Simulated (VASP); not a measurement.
# Mg4H in VASP: further runs, part 2 of 2

VASP 6.6.1. The steps go on from the part before.

## Step 3: Single point, PBEsol

The input, INCAR:

```
ALGO = Normal
DIPOL = 0.5 0.5 0.508
EDIFF = 1E-6
ENCUT = 520
GGA = PS
IDIPOL = 3
ISIF = 2
ISMEAR = 0
LASPH = T
LCHARG = F
LDIPOL = T
LREAL = F
LWAVE = F
NBANDS = 12
NELM = 80
PREC = Accurate
SIGMA = 0.1
```

The input, KPOINTS:

```
k-points
0
Gamma
  9 9 1
```

The input, POSCAR:

```
Mg4H
1.0
    3.1837023370      0.0000000000      0.0000000000
   -1.5918511685      2.7571671019      0.0000000000
    0.0000000000      0.0000000000     26.7081898776
Mg H
4 1
Direct
    0.6666666667      0.3333333333      0.3182544395
    0.3333333333      0.6666666666      0.4146106426
    0.6666666667      0.3333333333      0.5090329198
    0.3333333333      0.6666666666      0.6065324327
    0.3333333333      1.1666666666      0.6895925478
```

Potentials or basis: VASP PAW PBE potentials, release 64 (Mg, H).

Command:

```
> cat potpaw_PBE.64/Mg/POTCAR potpaw_PBE.64/H/POTCAR > POTCAR
> mpirun -np 1 vasp_std > vasp.out
```

OUTCAR:

```text
EDIFF = 1E-6
   ENCUT = 520
   GGA = PS
   ISIF = 2
   ISMEAR = 0
   LASPH = T
   LREAL = F
   NELM = 80
   PREC = Accurate

 ion  position               nearest neighbor table
   1  0.667  0.333  0.318-   2 3.16   2 3.16   2 3.16
   2  0.333  0.667  0.415-   3 3.12   3 3.12   3 3.12   1 3.16   1 3.16   1 3.16
   3  0.667  0.333  0.509-   2 3.12   2 3.12   2 3.12   4 3.19   4 3.19   4 3.19
   4  0.333  0.667  0.607-   3 3.19   3 3.19   3 3.19
   5  0.333  0.167  0.690-

  LATTYP: Found a hexagonal cell.
 ALAT       =     3.1837023370
 C/A-ratio  =     8.3890348564

  Lattice vectors:

 A1 = (   3.1837023370,   0.0000000000,   0.0000000000)
 A2 = (  -1.5918511685,   2.7571671019,   0.0000000000)
 A3 = (   0.0000000000,   0.0000000000,  26.7081898776)

Analysis of symmetry for initial positions (statically):
=====================================================================
 Subroutine PRICEL returns:
 Original cell was already a primitive cell.

 Routine SETGRP: Setting up the symmetry group for a
 hexagonal supercell.

 Subroutine GETGRP returns: Found  2 space group operations
 (whereof  2 operations were pure point group operations)
 out of a pool of 24 trial point group operations.

The static configuration has the point symmetry C_1h.

Analysis of symmetry for dynamics (positions and initial velocities):
=====================================================================
 Subroutine PRICEL returns:
 Original cell was already a primitive cell.

 Routine SETGRP: Setting up the symmetry group for a
 hexagonal supercell.

 Subroutine GETGRP returns: Found  2 space group operations
 (whereof  2 operations were pure point group operations)
 out of a pool of 24 trial point group operations.

The dynamic configuration has the point symmetry C_1h.

 Subroutine INISYM returns: Found  2 space group operations
 (whereof  2 operations are pure point group operations),
[... 140 lines left out ...]

 dipolmoment           0.000000      0.000000      0.121599 electrons x Angstroem

 Free energy of the ion-electron system (eV)
  ---------------------------------------------------
  ext. energy  EPLUGINS =         0.00000000
  ---------------------------------------------------
  free energy    TOTEN  =        -8.01311178 eV

  energy without entropy =       -8.00619061  energy(sigma->0) =       -8.00965120

 E-fermi :  -2.0140     XC(G=0):  -4.2101

 val. band max:       -2.0217335829   @ k =   0.0000   0.4444   0.0000
 cond. band min:      -1.9101396369   @ k =   0.3333   0.0000   0.0000
 fundamental gap:      0.1115939460
 Fermi energy:        -2.0139978873

 k-point     1 :       0.0000    0.0000    0.0000
  band No.  band energies     occupation
      1      -8.6896      2.00000
      2      -7.8659      2.00000
      3      -6.6148      2.00000
      4      -5.1005      2.00000
      5      -3.7150      2.00000
      6      -1.8185      0.00569
      7       0.2391      0.00000
      8       1.6787      0.00000
      9       2.7075      0.00000
     10       3.8248      0.00000
     11       4.1495      0.00000
     12       5.5237      0.00000
[... 331 lines left out ...]
 k-point    24 :       0.4444    0.3333    0.0000
  band No.  band energies     occupation
      1      -4.1673      2.00000
      2      -3.4245      2.00000
      3      -2.5779      2.00000
      4      -2.1376      1.91948
      5      -1.5706      0.00000
      6      -1.1003      0.00000
      7      -0.3810      0.00000
      8      -0.0011      0.00000
      9       0.5524      0.00000
     10       1.0609      0.00000
     11       1.7631      0.00000
     12       2.1549      0.00000

 [... further k-points ...]

------------------------ aborting loop because EDIFF is reached ----------------------------------------

 vacuum level on the upper side and lower side of the slab       (xc-potential included)         1.096        -1.321

  FORCE on cell =-STRESS in cart. coord.  units (eV):
  Direction    XX          YY          ZZ          XY          YZ          ZX
  --------------------------------------------------------------------------------------
  -------------------------------------------------------------------------------------
  Total       -0.5399553     -1.0224519     -3.7881725      0.4178543     -0.0259333     -0.0449178
  in kB       -3.6900172     -6.9873656    -25.8881090      2.8555875     -0.1772265     -0.3069653
  external PRESSURE =     -12.1884973 kB  Pullay stress =       0.0000000 kB

 VOLUME and BASIS-vectors are now :
 -----------------------------------------------------------------------------
  energy-cutoff  :      520.00
  volume of cell :      234.44
      direct lattice vectors                 reciprocal lattice vectors
     3.183702337  0.000000000  0.000000000     0.314099716  0.181345556  0.000000000
    -1.591851169  2.757167102  0.000000000     0.000000000  0.362691111  0.000000000
     0.000000000  0.000000000 26.708189878     0.000000000  0.000000000  0.037441699

 POSITION                                       TOTAL-FORCE (eV/Angst)
 -----------------------------------------------------------------------------------
      1.59185      0.91906      8.50000         0.003308      0.001910     -0.008335
     -0.00000      1.83811     11.07350         0.001125      0.000650      0.021016
      1.59185      0.91906     13.59535         0.001663      0.000960      0.094149
     -0.00000      1.83811     16.19938        -0.001774     -0.001024      1.469231
      0.79593      0.45953     18.41777        -0.004321     -0.002495     -1.576060
 -----------------------------------------------------------------------------------
    total drift:                                0.000077      0.000044     -0.000065

  FREE ENERGIE OF THE ION-ELECTRON SYSTEM (eV)
  ---------------------------------------------------
  free  energy   TOTEN  =        -8.0131117840 eV

  energy  without entropy=       -8.0061906146  energy(sigma->0) =       -8.00965120

 vacuum level on the upper side and lower side of the slab         4.129         1.673
```

OSZICAR:

```text
N       E                     dE             d eps       ncg     rms          rms(c)
DAV:   1     0.116121862277E+02    0.11612E+02   -0.24149E+03   600   0.457E+02
DAV:   2    -0.772527140559E+01   -0.19337E+02   -0.18623E+02   896   0.643E+01
DAV:   3    -0.865627972168E+01   -0.93101E+00   -0.90085E+00   780   0.138E+01
[... 16 lines left out ...]
DAV:  20    -0.801310442698E+01   -0.98017E-05   -0.42392E-06   688   0.576E-03    0.468E-04
DAV:  21    -0.801310792975E+01   -0.35028E-05   -0.36355E-07   620   0.290E-03    0.212E-04
DAV:  22    -0.801310993207E+01   -0.20023E-05   -0.12820E-07   556   0.131E-03    0.192E-04
DAV:  23    -0.801311121630E+01   -0.12842E-05   -0.50947E-08   500   0.824E-04    0.234E-04
DAV:  24    -0.801311178402E+01   -0.56773E-06   -0.20963E-08   532   0.442E-04
   1 F= -.80131118E+01 E0= -.80096512E+01  d E =-.692117E-02
```

stdout:

```text
POSCAR found type information on POSCAR MgH
 POSCAR found :  2 types and       5 ions
 scaLAPACK will be used
 -----------------------------------------------------------------------------
|                                                                             |
|                                                                             |
|     You enforced a specific xc type in the INCAR file but a different       |
|     I HOPE YOU KNOW WHAT YOU ARE DOING!                                     |
|                                                                             |
 -----------------------------------------------------------------------------

 LDA part: xc-table for (Slater+PW92), standard interpolation
 POSCAR, INCAR and KPOINTS ok, starting setup
 FFT: planning ... GRIDC
 FFT: planning ... GRID_SOFT
 FFT: planning ... GRID
 WAVECAR not read
 entering main loop
```

Wall time 2 min (1 thread of Intel Xeon Platinum 8375C at 2.90GHz (Ice Lake), shared host); peak memory 0.34 GiB.

What came out:

| Item | Value |
| --- | --- |
| Free energy | -8.0131 eV |
| Largest force | 1.576 eV/Å |

Forces on the atoms (eV/Å):
```
Mg   0.003  0.002 -0.008
Mg   0.001  0.001  0.021
Mg   0.002  0.001  0.094
Mg  -0.002 -0.001  1.469
H   -0.004 -0.002 -1.576
```

Levels at points of the mesh, in eV from the Fermi level:
| k point | band 1 | band 2 | band 3 | band 4 | band 5 | band 6 | band 7 | band 8 | band 9 | band 10 |
| --- | --- | --- | --- | --- | --- | --- | --- | --- | --- | --- |
| (0.00, 0.00, 0.00) | -6.68 | -5.85 | -4.60 | -3.09 | -1.70 | 0.20 | 2.25 | 3.69 | 4.72 | 5.84 |

Caveat: the PAW data sets were made with another functional, which shifts forces and pressure a little.

## Step 4: Single point, PBEsol

The input, INCAR:

```
PREC     = Accurate       # precision mode
ENCUT    = 520            # plane-wave cutoff, eV
EDIFF    = 1E-6           # SCF threshold, eV
ISMEAR   = 0              # smearing method
SIGMA    = 0.1            # smearing width, eV
LREAL    = False          # projectors in reciprocal space
LASPH    = True           # aspherical terms in the spheres
NELM     = 80             # most SCF steps
ALGO     = Normal         # electronic algorithm
ISIF     = 2              # what is computed and relaxed
LWAVE    = False          # write WAVECAR
LCHARG   = False          # write CHGCAR
LDIPOL   = True         
IDIPOL   = 3            
DIPOL    = 0.5 0.5 0.495
GGA      = PS             # functional
NBANDS   = 12             # bands
```

The input, KPOINTS:

```
regular mesh
0
Gamma
  9 9 1
```

POSCAR, as its differences from that of step 3:

```diff
@@ -12,2 +12,2 @@
     0.3333333333      0.6666666666      0.6065324327
-    0.3333333333      1.1666666666      0.6895925478
+    0.3333333333      1.1666666666      0.6240695750
```

Command:

```
> cat potpaw_PBE.64/Mg/POTCAR potpaw_PBE.64/H/POTCAR > POTCAR
> mpirun -np 1 vasp_std > vasp.out
```

Wall time 92 s (1 thread of Intel Xeon Platinum 8375C at 2.90GHz (Ice Lake), shared host); peak memory 0.35 GiB.

It converged, with:

```yaml
Free_energy: -9.0255 eV
Largest_force: 1.429 eV/Å
```

Forces in eV/Å, atoms in the order of the input:
```
Mg   0.019  0.011 -0.002
Mg  -0.002 -0.001 -0.021
Mg   0.059  0.034  0.062
Mg   0.000  0.000 -1.429
H   -0.076 -0.044  1.391
```

Levels at points of the mesh, in eV from the Fermi level:
| k point | band 2 | band 3 | band 4 | band 5 | band 6 | band 7 | band 8 | band 9 |
| --- | --- | --- | --- | --- | --- | --- | --- | --- |
| (0.00, 0.00, 0.00) | -6.55 | -5.30 | -3.45 | -1.45 | 0.83 | 1.94 | 2.85 | 3.26 |

Caveat: the PAW data sets were made with another functional, which shifts forces and pressure a little.
